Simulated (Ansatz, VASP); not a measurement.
**One calculation of Si, two programs**

```xyz
17
Lattice="0.0000 5.4300 5.4300 5.4300 0.0000 5.4300 5.4300 5.4300 0.0000" Properties=species:S:1:pos:R:3 pbc="T T T"
Si    0.0019    0.0042    0.0058
Si    1.3569    1.3572    1.3579
Si    2.7087    2.7105    0.0023
Si    4.0693    4.0722    1.3240
Si    2.7082    0.0014    2.7113
Si    4.0690    1.3221    4.0737
Si    5.4494    2.6896    2.6910
Si    6.8175    4.0699    4.0709
Si    0.0004    2.7088    2.7103
Si    1.3187    4.0711    4.0729
Si    2.6858    5.4526    2.6895
Si    4.0677    6.8187    4.0700
Si    2.6855    2.6879    5.4541
Si    4.0674    4.0685    6.8200
Si    5.4452    5.4471    5.4485
Si    6.7782    6.7823    6.7839
Si    4.0623    4.0669    4.0689
```

Alike in both runs: functional PBE; dispersion D3(BJ); k mesh 2 × 2 × 2; occupations gaussian, width 0.02 eV; no spin polarisation.

Ansatz relaxed the structure, and its values are those at the end. VASP's run is a single point on that final structure, the one shown.

|  | VASP | Ansatz |
| --- | --- | --- |
| version | VASP 6.6.1 | Ansatz 0.2.0 |
| potentials or method | VASP PAW PBE potentials, release 64 (Si), cutoff 520 eV | scalar-relativistic, plane waves, PAW |
| valence electrons in the cell | 68 | 68 |

```tsv
	VASP	Ansatz	Ansatz less VASP
rms of the force components (eV/Å)	0.011	0.011	0.0000
```

The k mesh is coarse, so the values compare programs but aren't converged.
